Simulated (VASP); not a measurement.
# Ta2N (P-3m1) in VASP: further runs, part 2 of 2

VASP 6.6.1.

## (3) Single point, PBE (strain +0.000 along x and y, +0.050 along z)

File INCAR:

```
SYSTEM = Ta2N
ALGO = Normal ; EDIFF = 1E-6
ENCUT = 520 ; GGA = PE
ISIF = 2 ; ISMEAR = 0
LASPH = .TRUE. ; LCHARG = .FALSE.
LREAL = .FALSE. ; LWAVE = .FALSE.
NBANDS = 20 ; NELM = 80
PREC = Accurate ; SIGMA = 0.15
```

File KPOINTS:

```
k-points
0
G
  18 18 10
  0 0 0
```

File POSCAR:

```
Ta2N
1.0
    3.1011400595      0.0000000000      0.0000000000
   -1.5505700297      2.6856660722      0.0000000000
    0.0000000000      0.0000000000      5.1259845407
Ta N
2 1
Direct
    0.6666666667      0.3333333333      0.7449050326
    0.3333333333      0.6666666667      0.2550949674
    0.0000000000      0.0000000000      0.0000000000
```

Potentials or basis: VASP PAW PBE potentials, release 64 (Ta_pv, N).

Launch:

```
> cat potpaw_PBE.64/Ta_pv/POTCAR potpaw_PBE.64/N/POTCAR > POTCAR
> mpirun -np 1 vasp_std > vasp.out
```

OUTCAR:

```text
SYSTEM = Ta2N
   EDIFF = 1E-6
   ENCUT = 520
   GGA = PE
   ISIF = 2
   ISMEAR = 0
   LASPH = .TRUE.
   LREAL = .FALSE.
   NELM = 80
   PREC = Accurate

 ion  position               nearest neighbor table
   1  0.667  0.333  0.745-   3 2.22   3 2.22   3 2.22   2 3.08   2 3.08   2 3.08   2 3.17   2 3.17
                             2 3.17
   2  0.333  0.667  0.255-   3 2.22   3 2.22   3 2.22   1 3.08   1 3.08   1 3.08   1 3.17   1 3.17
                             1 3.17
   3  0.000  0.000  0.000-   1 2.22   2 2.22   2 2.22   1 2.22   1 2.22   2 2.22

  LATTYP: Found a hexagonal cell.
 ALAT       =     3.1011400595
 C/A-ratio  =     1.6529355148

  Lattice vectors:

 A1 = (   3.1011400595,   0.0000000000,   0.0000000000)
 A2 = (  -1.5505700297,   2.6856660722,   0.0000000000)
 A3 = (   0.0000000000,   0.0000000000,   5.1259845407)

Analysis of symmetry for initial positions (statically):
=====================================================================
 Subroutine PRICEL returns:
 Original cell was already a primitive cell.

 Routine SETGRP: Setting up the symmetry group for a
 hexagonal supercell.

 Subroutine GETGRP returns: Found 12 space group operations
 (whereof 12 operations were pure point group operations)
 out of a pool of 24 trial point group operations.

The static configuration has the point symmetry D_3d.

Analysis of symmetry for dynamics (positions and initial velocities):
=====================================================================
 Subroutine PRICEL returns:
 Original cell was already a primitive cell.

 Routine SETGRP: Setting up the symmetry group for a
 hexagonal supercell.

 Subroutine GETGRP returns: Found 12 space group operations
 (whereof 12 operations were pure point group operations)
 out of a pool of 24 trial point group operations.

The dynamic configuration has the point symmetry D_3d.
[... 115 lines left out ...]
   EFERMI =   0.00;   METHOD = LEGACY
   ISMEAR =     0;   SIGMA  =   0.15  broadening in eV -4-tet -1-fermi 0-gaus
   EFERMI_NEDOS =   21; number of points for ismear=-14 and -15
   IALGO  =     38    algorithm
   IMIX   =      4    mixing-type and parameters
     AMIX     =   0.40;   BMIX     =  1.00
     AMIX_MAG =   1.60;   BMIX_MAG =  1.00
  volume/ion in A,a.u.               =      14.23        96.03
  Fermi-wavevector in a.u.,A,eV,Ry     =   1.405225  2.655490 26.866842  1.974657
  Thomas-Fermi vector in A             =   2.527708
   LORBIT       =      0    0 simple, 1 ext, 2 COOP (PROOUT), +10 PAW based schemes
   GGA     = PE    functional components
   LHFCALC =     F    Hartree Fock is set to
   AEXX    =    0.0000 exact exchange contribution
   IVDW    =     0    specifies the selected vdW correction
   LEPSILON=     F    determine dielectric tensor
   LRPA    =     F    only Hartree local field effects (RPA)
 non-spin polarized calculation
 Gauss-broadening in eV      SIGMA  =   0.15
  energy-cutoff  :      520.00
  volume of cell :       42.69
 maximum number of plane-waves:      1172
   NGX = 11   NGY = 11   NGZ = 19

 number of electron      26.9999999 magnetization

 Free energy of the ion-electron system (eV)
  ---------------------------------------------------
  ext. energy  EPLUGINS =         0.00000000
  ---------------------------------------------------
  free energy    TOTEN  =       -34.27776827 eV

  energy without entropy =      -34.26275352  energy(sigma->0) =      -34.27026089

 E-fermi :   7.0313     XC(G=0): -12.6195

 val. band max:        7.0307139320   @ k =   0.0000   0.1667   0.1000
 cond. band min:       7.0349073418   @ k =   0.2778   0.1667   0.4000
 fundamental gap:      0.0041934099
 Fermi energy:         7.0313143253

 k-point     1 :       0.0000    0.0000    0.0000
  band No.  band energies     occupation
      1     -28.6386      2.00000
      2     -27.9925      2.00000
      3     -27.9925      2.00000
      4     -27.9136      2.00000
      5     -27.9123      2.00000
      6     -27.9123      2.00000
[... 541 lines left out ...]
     19      11.3563      0.00000
     20      11.6726      0.00000

 [... further k-points ...]

------------------------ aborting loop because EDIFF is reached ----------------------------------------

  FORCE on cell =-STRESS in cart. coord.  units (eV):
  Direction    XX          YY          ZZ          XY          YZ          ZX
  --------------------------------------------------------------------------------------
  -------------------------------------------------------------------------------------
  Total       -2.4529251     -2.4529251     -4.6153422     -0.0000000     -0.0000000      0.0000000
  in kB      -92.0543238    -92.0543238   -173.2063459     -0.0000000     -0.0000000      0.0000000
  external PRESSURE =    -119.1049978 kB  Pullay stress =       0.0000000 kB

 VOLUME and BASIS-vectors are now :
 -----------------------------------------------------------------------------
  energy-cutoff  :      520.00
  volume of cell :       42.69
      direct lattice vectors                 reciprocal lattice vectors
     3.101140060  0.000000000  0.000000000     0.322462056  0.186173555  0.000000000
    -1.550570030  2.685666072  0.000000000     0.000000000  0.372347110  0.000000000
     0.000000000  0.000000000  5.125984541     0.000000000  0.000000000  0.195084474

 POSITION                                       TOTAL-FORCE (eV/Angst)
 -----------------------------------------------------------------------------------
      1.55057      0.89522      3.81837        -0.000000     -0.000000     -0.055124
     -0.00000      1.79044      1.30761         0.000000      0.000000      0.055124
      0.00000      0.00000      0.00000        -0.000000      0.000000      0.000000
 -----------------------------------------------------------------------------------
    total drift:                                0.000000     -0.000000      0.000000

  FREE ENERGIE OF THE ION-ELECTRON SYSTEM (eV)
  ---------------------------------------------------
  free  energy   TOTEN  =       -34.2777682653 eV

  energy  without entropy=      -34.2627535240  energy(sigma->0) =      -34.27026089
```

OSZICAR:

```text
N       E                     dE             d eps       ncg     rms          rms(c)
DAV:   1     0.211642735556E+03    0.21164E+03   -0.15006E+04 13216   0.138E+03
DAV:   2    -0.281103616842E+02   -0.23975E+03   -0.23346E+03 15020   0.394E+02
DAV:   3    -0.375455831843E+02   -0.94352E+01   -0.92554E+01 16780   0.700E+01
DAV:   4    -0.376798115467E+02   -0.13423E+00   -0.13294E+00 16416   0.789E+00
DAV:   5    -0.376814921669E+02   -0.16806E-02   -0.16793E-02 16544   0.705E-01    0.241E+01
DAV:   6    -0.346919879808E+02    0.29895E+01   -0.17413E+01 17284   0.252E+01    0.111E+01
DAV:   7    -0.343419512694E+02    0.35004E+00   -0.18503E+00 15364   0.842E+00    0.611E+00
DAV:   8    -0.342826271359E+02    0.59324E-01   -0.33881E-01 15332   0.432E+00    0.447E-01
DAV:   9    -0.342782342226E+02    0.43929E-02   -0.32286E-02 16548   0.107E+00    0.258E-01
DAV:  10    -0.342779288818E+02    0.30534E-03   -0.57027E-03 16624   0.568E-01    0.837E-02
DAV:  11    -0.342778233292E+02    0.10555E-03   -0.18392E-03 15576   0.242E-01    0.516E-02
DAV:  12    -0.342777675636E+02    0.55766E-04   -0.28309E-04 15292   0.100E-01    0.691E-03
DAV:  13    -0.342777690414E+02   -0.14777E-05   -0.20300E-05 15824   0.290E-02    0.463E-03
DAV:  14    -0.342777682653E+02    0.77605E-06   -0.20778E-06 11188   0.101E-02
   1 F= -.34277768E+02 E0= -.34270261E+02  d E =-.150147E-01
```

Wall time 80 s (1 thread of Intel Xeon 6975P-C (Granite Rapids), shared host); peak memory 0.36 GiB.

Results:

```
Free energy            : -34.2778 eV
Pressure               : -11.9 GPa
Largest force          : 0.055 eV/Å
Band gap on the k mesh : zero (an odd number of electrons rules out a gap without spin polarisation)
```

Forces on the atoms (eV/Å):
```
Ta   0.000  0.000 -0.055
Ta   0.000  0.000  0.055
N    0.000  0.000  0.000
```

Caveat: the cell differs from its parent crystal (strain +0.000 along x and y, +0.050 along z); the cell stands under tension; spin-orbit coupling is left out, which moves the levels of the heavy elements.

## (4) Single point, PBE (strain +0.025 along x and y, +0.000 along z)

File INCAR:

```
SYSTEM = Ta2N
PREC     = Accurate       ! precision mode
ENCUT    = 520            ! plane-wave cutoff, eV
EDIFF    = 1E-7           ! SCF threshold, eV
ISMEAR   = 0              ! smearing method
SIGMA    = 0.15           ! smearing width, eV
LREAL    = .False.        ! projectors in reciprocal space
LASPH    = .True.         ! aspherical terms in the spheres
NELM     = 80             ! most SCF steps
ALGO     = Normal         ! electronic algorithm
ISIF     = 2              ! what is computed and relaxed
LWAVE    = .False.        ! write WAVECAR
LCHARG   = .True.         ! write CHGCAR
GGA      = PE             ! functional
LELF     = .True.         ! ELF
LVHAR    = .True.       
NBANDS   = 20             ! bands
```

File KPOINTS:

```
regular mesh
0
Gamma
  18 18 10
  0 0 0
```

File POSCAR:

```
Ta2N
1.0
    3.1786685610      0.0000000000      0.0000000000
   -1.5893342805      2.7528077240      0.0000000000
    0.0000000000      0.0000000000      4.8818900388
Ta N
2 1
Direct
    0.6666666667      0.3333333333      0.7449050326
    0.3333333333      0.6666666667      0.2550949674
    0.0000000000      0.0000000000      0.0000000000
```

Potentials or basis: VASP PAW PBE potentials, release 64 (Ta_pv, N).

Launch:

```
> cat potpaw_PBE.64/Ta_pv/POTCAR potpaw_PBE.64/N/POTCAR > POTCAR
> mpirun -np 1 vasp_std > vasp.out
```

OUTCAR:

```text
SYSTEM = Ta2N
   PREC = Accurate
   ENCUT = 520
   EDIFF = 1E-7
   ISMEAR = 0
   LREAL = .False.
   LASPH = .True.
   NELM = 80
   ISIF = 2
   GGA = PE

 ion  position               nearest neighbor table
   1  0.667  0.333  0.745-   3 2.22   3 2.22   3 2.22   2 3.01   2 3.01   2 3.01   2 3.09   2 3.09
                             2 3.09
   2  0.333  0.667  0.255-   3 2.22   3 2.22   3 2.22   1 3.01   1 3.01   1 3.01   1 3.09   1 3.09
                             1 3.09
   3  0.000  0.000  0.000-   1 2.22   2 2.22   2 2.22   1 2.22   1 2.22   2 2.22

  LATTYP: Found a hexagonal cell.
 ALAT       =     3.1786685610
 C/A-ratio  =     1.5358285852

  Lattice vectors:

 A1 = (   3.1786685610,   0.0000000000,   0.0000000000)
 A2 = (  -1.5893342805,   2.7528077240,   0.0000000000)
 A3 = (   0.0000000000,   0.0000000000,   4.8818900388)

Analysis of symmetry for initial positions (statically):
=====================================================================
 Subroutine PRICEL returns:
 Original cell was already a primitive cell.

 Routine SETGRP: Setting up the symmetry group for a
 hexagonal supercell.

 Subroutine GETGRP returns: Found 12 space group operations
 (whereof 12 operations were pure point group operations)
[... 167 lines left out ...]

 val. band max:        7.0442464718   @ k =   0.2778   0.0556   0.5000
 cond. band min:       7.0619642759   @ k =   0.1667   0.0556   0.3000
 fundamental gap:      0.0177178040
 Fermi energy:         7.0460716799

 k-point     1 :       0.0000    0.0000    0.0000
  band No.  band energies     occupation
      1     -28.6305      2.00000
      2     -28.0565      2.00000
      3     -28.0565      2.00000
      4     -27.9362      2.00000
      5     -27.9362      2.00000
      6     -27.7899      2.00000
[... 541 lines left out ...]
     19      11.3323      0.00000
     20      11.5207      0.00000

 [... further k-points ...]

------------------------ aborting loop because EDIFF is reached ----------------------------------------

  FORCE on cell =-STRESS in cart. coord.  units (eV):
  Direction    XX          YY          ZZ          XY          YZ          ZX
  --------------------------------------------------------------------------------------
  -------------------------------------------------------------------------------------
  Total       -3.5911773     -3.5911773     -2.4424267      0.0000000      0.0000000      0.0000000
  in kB     -134.6909163   -134.6909163    -91.6058084      0.0000000      0.0000000      0.0000000
  external PRESSURE =    -120.3292137 kB  Pullay stress =       0.0000000 kB

 VOLUME and BASIS-vectors are now :
 -----------------------------------------------------------------------------
  energy-cutoff  :      520.00
  volume of cell :       42.72
      direct lattice vectors                 reciprocal lattice vectors
     3.178668561  0.000000000  0.000000000     0.314597128  0.181632737  0.000000000
    -1.589334280  2.752807724  0.000000000     0.000000000  0.363265473  0.000000000
     0.000000000  0.000000000  4.881890039     0.000000000  0.000000000  0.204838698

 POSITION                                       TOTAL-FORCE (eV/Angst)
 -----------------------------------------------------------------------------------
      1.58933      0.91760      3.63654        -0.000000      0.000000      0.378634
     -0.00000      1.83521      1.24535         0.000000     -0.000000     -0.378634
      0.00000      0.00000      0.00000         0.000000      0.000000     -0.000000
 -----------------------------------------------------------------------------------
    total drift:                                0.000000     -0.000000      0.000000

  FREE ENERGIE OF THE ION-ELECTRON SYSTEM (eV)
  ---------------------------------------------------
  free  energy   TOTEN  =       -34.3041068679 eV

  energy  without entropy=      -34.2898565485  energy(sigma->0) =      -34.29698171
```

OSZICAR:

```text
N       E                     dE             d eps       ncg     rms          rms(c)
DAV:   1     0.210229466198E+03    0.21023E+03   -0.14964E+04 13216   0.137E+03
DAV:   2    -0.282454552609E+02   -0.23847E+03   -0.23227E+03 15052   0.392E+02
DAV:   3    -0.375098553660E+02   -0.92644E+01   -0.90934E+01 16680   0.694E+01
DAV:   4    -0.376414198473E+02   -0.13156E+00   -0.13050E+00 16640   0.780E+00
DAV:   5    -0.376429524950E+02   -0.15326E-02   -0.15300E-02 16288   0.673E-01    0.241E+01
DAV:   6    -0.347198585615E+02    0.29231E+01   -0.17241E+01 17384   0.251E+01    0.112E+01
DAV:   7    -0.343685878592E+02    0.35127E+00   -0.18070E+00 15164   0.833E+00    0.625E+00
DAV:   8    -0.343091538519E+02    0.59434E-01   -0.33498E-01 15368   0.430E+00    0.459E-01
DAV:   9    -0.343045446409E+02    0.46092E-02   -0.32067E-02 16632   0.107E+00    0.262E-01
DAV:  10    -0.343042622644E+02    0.28238E-03   -0.55009E-03 16924   0.566E-01    0.819E-02
DAV:  11    -0.343041310976E+02    0.13117E-03   -0.13757E-03 15580   0.215E-01    0.389E-02
DAV:  12    -0.343041069565E+02    0.24141E-04   -0.13931E-04 15248   0.774E-02    0.754E-03
DAV:  13    -0.343041075238E+02   -0.56733E-06   -0.15870E-05 16356   0.237E-02    0.438E-03
DAV:  14    -0.343041068616E+02    0.66222E-06   -0.17448E-06 15648   0.931E-03    0.143E-03
DAV:  15    -0.343041068679E+02   -0.63769E-08   -0.78455E-08  8368   0.233E-03
   1 F= -.34304107E+02 E0= -.34296982E+02  d E =-.142503E-01
```

Wall time 82 s (1 thread of Intel Xeon 6975P-C (Granite Rapids), shared host); peak memory 0.35 GiB.

Results:

```
Free energy            : -34.3041 eV
Pressure               : -12.0 GPa
Largest force          : 0.379 eV/Å
Band gap on the k mesh : zero (an odd number of electrons rules out a gap without spin polarisation)
```

Forces on the atoms (eV/Å):
```
Ta   0.000  0.000  0.379
Ta   0.000  0.000 -0.379
N    0.000  0.000  0.000
```

Stress tensor (GPa, compression positive):
```
-13.47   0.00   0.00
  0.00 -13.47   0.00
  0.00   0.00  -9.16
```

Caveat: the cell differs from its parent crystal (strain +0.025 along x and y, +0.000 along z); the cell stands under tension; spin-orbit coupling is left out, which moves the levels of the heavy elements.

## (5) Single point, PBE (strain +0.050 along x and y, -0.025 along z)

File INCAR:

```
PREC = Accurate
ENCUT = 520
EDIFF = 1E-6
ISMEAR = 0
SIGMA = 0.15
LREAL = False
LASPH = True
NELM = 80
ALGO = Normal
ISIF = 2
LWAVE = False
LCHARG = True
GGA = PE
LELF = True
LVHAR = True
NBANDS = 20
```

File KPOINTS:

```
Automatic mesh
0
Gamma
  18 18 10
```

File POSCAR:

```
Ta2N
1.0
    3.2561970625      0.0000000000      0.0000000000
   -1.6280985312      2.8199493758      0.0000000000
    0.0000000000      0.0000000000      4.7598427878
Ta N
2 1
Direct
    0.6666666667      0.3333333333      0.7449050326
    0.3333333333      0.6666666667      0.2550949674
    0.0000000000      0.0000000000      0.0000000000
```

Potentials or basis: VASP PAW PBE potentials, release 64 (Ta_pv, N).

Launch:

```
> cat potpaw_PBE.64/Ta_pv/POTCAR potpaw_PBE.64/N/POTCAR > POTCAR
> mpirun -np 1 vasp_std > vasp.out
```

OUTCAR:

```text
PREC = Accurate
   ENCUT = 520
   EDIFF = 1E-6
   ISMEAR = 0
   LREAL = False
   LASPH = True
   NELM = 80
   ISIF = 2
   GGA = PE

 ion  position               nearest neighbor table
   1  0.667  0.333  0.745-   3 2.24   3 2.24   3 2.24   2 2.99   2 2.99   2 2.99   2 3.07   2 3.07
                             2 3.07
   2  0.333  0.667  0.255-   3 2.24   3 2.24   3 2.24   1 2.99   1 2.99   1 2.99   1 3.07   1 3.07
                             1 3.07
   3  0.000  0.000  0.000-   1 2.24   2 2.24   2 2.24   1 2.24   1 2.24   2 2.24

  LATTYP: Found a hexagonal cell.
[... 749 lines left out ...]
  Direction    XX          YY          ZZ          XY          YZ          ZX
  --------------------------------------------------------------------------------------
  -------------------------------------------------------------------------------------
  Total       -5.7085119     -5.7085119     -1.9532670     -0.0000000      0.0000000      0.0000000
  in kB     -209.2612877   -209.2612877    -71.6024011     -0.0000000      0.0000000      0.0000000
  external PRESSURE =    -163.3749922 kB  Pullay stress =       0.0000000 kB

 VOLUME and BASIS-vectors are now :
 -----------------------------------------------------------------------------
  energy-cutoff  :      520.00
  volume of cell :       43.71
      direct lattice vectors                 reciprocal lattice vectors
     3.256197063  0.000000000  0.000000000     0.307106720  0.177308148  0.000000000
    -1.628098531  2.819949376  0.000000000     0.000000000  0.354616295  0.000000000
     0.000000000  0.000000000  4.759842788     0.000000000  0.000000000  0.210090972

 POSITION                                       TOTAL-FORCE (eV/Angst)
 -----------------------------------------------------------------------------------
      1.62810      0.93998      3.54563         0.000000      0.000000      0.783987
     -0.00000      1.87997      1.21421        -0.000000      0.000000     -0.783987
      0.00000      0.00000      0.00000         0.000000      0.000000      0.000000
 -----------------------------------------------------------------------------------
    total drift:                                0.000000     -0.000000      0.000000

  FREE ENERGIE OF THE ION-ELECTRON SYSTEM (eV)
  ---------------------------------------------------
  free  energy   TOTEN  =       -34.1366647031 eV

  energy  without entropy=      -34.1232945081  energy(sigma->0) =      -34.12997961
```

stdout:

```text
POSCAR found type information on POSCAR TaN
 POSCAR found :  2 types and       3 ions
 scaLAPACK will be used
 LDA part: xc-table for (Slater+PW92), standard interpolation
 POSCAR, INCAR and KPOINTS ok, starting setup
 FFT: planning ... GRIDC
 FFT: planning ... GRID_SOFT
 FFT: planning ... GRID
 WAVECAR not read
 entering main loop
```

It took 78 s on 1 thread of Intel Xeon 6975P-C (Granite Rapids), shared host; peak memory 0.36 GiB.

Results:

```
Free energy            : -34.1367 eV
Pressure               : -16.3 GPa
Largest force          : 0.784 eV/Å
Band gap on the k mesh : zero (an odd number of electrons rules out a gap without spin polarisation)
```

Forces in eV/Å, atoms in the order of the input:
```
Ta   0.000  0.000  0.784
Ta   0.000  0.000 -0.784
N    0.000  0.000  0.000
```

Caveat: the cell differs from its parent crystal (strain +0.050 along x and y, -0.025 along z); the cell stands under tension; spin-orbit coupling is left out, which moves the levels of the heavy elements.

## (6) Overview

```tsv
cell	gap on the mesh (eV)	pressure (GPa)	largest force (eV/Å)
a = 3.256, b = 3.256, c = 4.638 Å, angles 90.0, 90.0, 120.0°, 3 atoms	none	-10.2	0.87
a = 3.101, b = 3.101, c = 5.126 Å, angles 90.0, 90.0, 120.0°, 3 atoms	none	-11.9	0.06
a = 3.179, b = 3.179, c = 4.882 Å, angles 90.0, 90.0, 120.0°, 3 atoms	none	-12.0	0.38
a = 3.256, b = 3.256, c = 4.760 Å, angles 90.0, 90.0, 120.0°, 3 atoms	none	-16.3	0.78
```

Alike in all rows: task single point; level PBE; potentials or basis VASP PAW PBE potentials, release 64 (Ta_pv, N); no spin polarisation; k mesh 18 × 18 × 10; cutoff (eV) 520; smearing gaussian 0.15 eV.

Caveats: the cell stands under tension; spin-orbit coupling is left out, which moves the levels of the heavy elements.

Absolute energies hang on the potentials; compare differences alone.
